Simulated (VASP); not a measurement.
Ba2Te2H:

```
CELL_PARAMETERS angstrom
5.66322 0.00000 0.00000
0.00000 5.66322 0.00000
0.00000 0.00000 8.00900
ATOMIC_POSITIONS crystal
Ba 0.50000 0.00000 0.75000
Ba 0.00000 0.50000 0.25000
Te 0.00000 0.00000 0.50000
Te 0.50000 0.50000 0.00000
H 0.00000 0.00000 0.00000
```

This cell differs from its parent crystal: atoms taken out.

* Program: VASP 6.6.1
* Task: relaxation of cell and atoms
* Functional: PBE
* Potentials or basis: VASP PAW PBE potentials, release 64 (Ba_sv, Te, H)
* Cutoff: 600 eV
* k mesh: 4 × 4 × 2
* Occupations: gaussian, width 0.1 eV
* Spin: no spin polarisation

At the start: pressure -1.3 GPa; volume 51.37 Å³/atom.

Task: How do energy, volume and symmetry change on relaxing?

Result: Over 34 steps the energy falls by 262.6 meV/atom and the volume is 39.32 Å³/atom (-23.5 %); space group P-4m2 (No. 115, to 0.1 Å) before and after.

The path:
| step | energy change (eV) | largest force (eV/Å) | pressure (GPa) | volume (Å³) |
| --- | --- | --- | --- | --- |
| 1 | 0.0000 | 0.4376 | -1.35 | 256.87 |
| 2 | -0.1058 | 0.3771 | -0.36 | 241.12 |
| 3 | -0.1177 | 0.3426 | 0.16 | 234.54 |
| 4 | -0.1344 | 0.2737 | 0.14 | 234.82 |
| 5 | -0.1726 | 0.0810 | 0.11 | 235.59 |
| 6 | -0.2134 | 0.2295 | 0.10 | 236.87 |
| 7 | -0.2170 | 0.7190 | 0.10 | 238.32 |
| 8 | -0.2321 | 0.4815 | 0.10 | 237.77 |
| 9 | -0.2419 | 0.4922 | 0.06 | 238.03 |
| 10 | -0.2730 | 0.5172 | -0.07 | 238.76 |
| 11 | -0.3430 | 0.5485 | -0.37 | 239.94 |
| 12 | -0.4977 | 0.5414 | -1.07 | 241.19 |
| 13 | -0.7273 | 0.3192 | -2.57 | 238.87 |
| 14 | -0.6726 | 0.4222 | -1.98 | 240.67 |
| 15 | -0.6967 | 0.3941 | -2.16 | 240.28 |
| 16 | -0.7294 | 0.3696 | -2.27 | 238.85 |
| 17 | -0.7927 | 0.2911 | -2.57 | 234.05 |
| 18 | -0.8536 | 0.2990 | -2.37 | 229.84 |
| 19 | -0.9992 | 0.3234 | -1.64 | 217.50 |
| 20 | -1.0765 | 0.3776 | 0.54 | 194.01 |
| 21 | -1.0889 | 0.3602 | -0.22 | 200.73 |
| 22 | -1.0891 | 0.3623 | -0.15 | 200.05 |
| 23 | -1.0942 | 0.3619 | -0.14 | 200.01 |
| 24 | -1.1094 | 0.3585 | -0.14 | 199.88 |
| 25 | -1.1396 | 0.3507 | -0.12 | 199.61 |
| 26 | -1.1965 | 0.3191 | -0.10 | 199.07 |
| 27 | -1.2839 | 0.1877 | -0.03 | 197.96 |
| 28 | -1.2392 | 0.3044 | 0.35 | 195.67 |
| 29 | -1.3097 | 0.0493 | 0.05 | 197.22 |
| 30 | -1.3104 | 0.0157 | 0.07 | 197.06 |
| 31 | -1.3035 | 0.0199 | -0.51 | 199.49 |
| 32 | -1.3122 | 0.0039 | -0.12 | 197.83 |
| 33 | -1.3115 | 0.0019 | 0.17 | 194.75 |
| 34 | -1.3128 | 0.0032 | -0.01 | 196.58 |

Final structure:
```
Ba Te H
1.0
     6.27179    0.00000    0.00000
     0.00000    6.27179    0.00000
     0.00000    0.00000    4.99748
Ba Te H
2 2 1
Direct
  0.50000 0.00000 0.77500
  0.00000 0.50000 0.22500
  0.00000 0.00000 0.50000
  0.50000 0.50000 0.00000
  0.00000 0.00000 0.00000
```

Caveat: the k points lie up to 0.63 Å⁻¹ apart in the final cell, too coarse for converged energies and pressures of a metal; the cell differs from its parent crystal (atoms taken out); the volume moved by over 15 % at a fixed basis, so the end points are rough.
